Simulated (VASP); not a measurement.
Runs of VASP 6.6.1 on MnO. Symmetry: Fm-3m, No. 225, cubic system. The conventional cell has a = 4.444 Å, b = 4.444 Å, c = 4.444 Å, α = 90.00°, β = 90.00°, γ = 90.00°. Within 2.9 Å of Mn (site symmetry m-3m) lie 6 O at 2.22 Å. O (site symmetry m-3m) has 6 Mn at 2.22 Å within 2.9 Å. 

| potentials or basis | fixed moment (μB) | cutoff (eV) | second run | pressure (GPa) | moment (μB) |
| --- | --- | --- | --- | --- | --- |
| VASP PAW PBE potentials, release 64 (Mn_pv, O) | 3.33 | 520 | - | -27.1 | 3.33 |
| VASP PAW PBE potentials, release 64 (Mn_pv, O) | 6.67 | 520 | - | (b) | 6.67 |
| VASP PAW PBE potentials, release 64 (Mn_sv, O) | 5.0 | 600 | valence_matched | -3.1 | 5.00 |
| VASP PAW PBE potentials, release 64 (Mn_sv, O) | 5.83 | 600 | valence_matched | 24.2 | 5.83 |
| VASP PAW PBE potentials, release 64 (Mn_pv, O) | 5.83 | 520 | - | (a) | 5.83 |

Alike in all rows: task single point; level PBEsol; spin collinear, ferromagnetic start; cell as given; k mesh 7 × 7 × 7; smearing fermi-dirac 0.03 eV.

Task: Fill in the values left out.

Result: (a) 26.0; (b) 57.2.

Caveats: the PAW data sets were made with another functional, which shifts forces and pressure a little; the total moment is fixed, so each spin has its own Fermi level; a cell with one magnetic atom can't hold antiferromagnetic order, which such compounds often take.

The runs don't all hold the same shells in valence.
